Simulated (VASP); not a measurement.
Write the native input for VASP 6.6.1 that does the following.

```yaml
Task: single point
Functional: r2SCAN
Potentials_or_basis: VASP PAW PBE potentials, release 64 (Se, Zn)
Cutoff: 520 eV
k_mesh: 12 × 12 × 12
Occupations: gaussian, width 0.05 eV
Spin: no spin polarisation
Dipole_correction: no
Further_INCAR_settings: ALGO = Normal; EDIFF = 1e-06; NBANDS = 16
```

The system is ZnSe.

```xyz
2
Lattice="0.0000 2.4674 2.4674 2.4674 0.0000 2.4674 2.4674 2.4674 0.0000" Properties=species:S:1:pos:R:3 pbc="T T T"
Se    0.0000    0.0000    0.0000
Zn    2.4674    2.4674    2.4674
```

The input as run:

POSCAR

```
ZnSe
1.0
    0.0000000000      2.4674363562      2.4674363562
    2.4674363562      0.0000000000      2.4674363562
    2.4674363562      2.4674363562      0.0000000000
Se Zn
1 1
Direct
    0.0000000000      0.0000000000      0.0000000000
    0.5000000000      0.5000000000      0.5000000000
```

INCAR.step1

```
SYSTEM = ZnSe
PREC = Accurate
ENCUT = 520
ISMEAR = 0
SIGMA = 0.05
LREAL = .False.
LASPH = .True.
NELM = 100
NBANDS = 16
GGA = PE
ALGO = Normal
EDIFF = 1E-4
LWAVE = .True.
LCHARG = .False.
```

INCAR.step2

```
SYSTEM = ZnSe
PREC = Accurate
ENCUT = 520
EDIFF = 1E-6
ISMEAR = 0
SIGMA = 0.05
LREAL = .False.
LASPH = .True.
NELM = 100
ALGO = Normal
ISIF = 2
LWAVE = .False.
LCHARG = .False.
METAGGA = R2SCAN
LMIXTAU = .True.
NBANDS = 16
ISTART = 1
```

KPOINTS

```
Automatic mesh
0
Gamma
  12 12 12
  0 0 0
```

Potentials or basis: VASP PAW PBE potentials, release 64 (Se, Zn).

Command:

```sh
$ cat potpaw_PBE.64/Se/POTCAR potpaw_PBE.64/Zn/POTCAR > POTCAR
$ cp INCAR.step1 INCAR
$ mpirun -np 1 vasp_std > vasp.out
$ cp INCAR.step2 INCAR
$ mpirun -np 1 vasp_std > vasp.out
```

Results of the run:

The pressure is 30.4 GPa and the band gap on the k mesh is zero (bands 9 and 10 overlap by 0.82 eV).

Caveat: the cell stands under pressure; the PAW data sets were made with another functional, which shifts forces and pressure a little.

It took 76 s on 1 thread of Intel(R) Xeon(R) 6975P-C (Granite Rapids), on a shared host, peak memory 0.19 GiB.
